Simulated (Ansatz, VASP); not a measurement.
# TiAl3: VASP beside Ansatz

```xyz
4
Lattice="3.9157 0.0000 0.0000 0.0000 3.9157 0.0000 0.0000 0.0000 3.9157" Properties=species:S:1:pos:R:3 pbc="T T T"
Ti    0.0000    0.0000    0.0000
Al    1.9579    1.9579    0.0000
Al    1.9579    0.0000    1.9579
Al    0.0000    1.9579    1.9579
```

Alike in both runs: task single point; functional r2SCAN; k mesh 10 × 10 × 10; occupations gaussian, width 0.1 eV; no spin polarisation.

|  | VASP | Ansatz |
| --- | --- | --- |
| version | VASP 6.6.1 | Ansatz 0.2.0 |
| potentials or method | VASP PAW PBE potentials, release 64 (Ti_sv, Al), cutoff 520 eV | scalar-relativistic, plane waves, PAW |
| valence electrons in the cell | 21 | 21 |

```csv
,VASP,Ansatz,Ansatz less VASP
gap on the k mesh at the Fermi level (eV),none,none,-
pressure (GPa),3.6,3.7,+0.09
```

VASP's potentials were made for PBE, not for r2SCAN. A gap of «none» marks a metal or a gap that the smearing closes.
